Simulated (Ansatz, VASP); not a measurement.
# One calculation of Hf5PbO2, two programs

```
Hf Pb O
1.0
     3.00380   -3.30075    0.00000
     3.00380    3.30075    0.00000
     0.00000    0.00000    7.94908
Hf Pb O
5 1 2
Cartesian
  4.4323 0.0000 1.7379
  1.5753 0.0000 1.7379
  1.5753 0.0000 6.2112
  4.4323 0.0000 6.2112
  3.0038 0.0000 3.9745
  0.0000 0.0000 0.0000
  0.0000 0.0000 5.1950
  0.0000 0.0000 2.7541
```

Alike in both runs: task relaxation of cell and atoms; functional PBE; k mesh 4 × 4 × 2; occupations gaussian, width 0.1 eV; no spin polarisation.

```csv
,VASP,Ansatz
version,VASP 6.6.1,Ansatz 0.2.0
potentials or method,"VASP PAW PBE potentials, release 64 (Hf_pv, Pb_d, O), cutoff 600 eV","scalar-relativistic, plane waves, PAW"
valence electrons in the cell,76,156
```

VASP gave:

| Quantity | Value |
| --- | --- |
| gap on the k mesh at the Fermi level, each at its own relaxed structure (eV) | none |
| relaxed volume (Å³/atom) | 25.43 |
| relaxed cell length with the largest relative difference (Å) | 4.985 |

**Question.** Which values does Ansatz return?

**Answer.** gap on the k mesh at the Fermi level, each at its own relaxed structure (eV): none; relaxed volume (Å³/atom): 25.96; relaxed cell length with the largest relative difference (Å): 5.192.

A gap of «none» marks a metal or a gap that the smearing closes. VASP's potentials hold 76 valence electrons a cell and Ansatz's 156, so a difference there can come from the potentials and not from the codes.

The k mesh is coarse, so the values compare programs but aren't converged. Spin-orbit coupling is off throughout. Noted on VASP's run: the volume moved by over 15 % at a fixed basis, so the end points are rough.
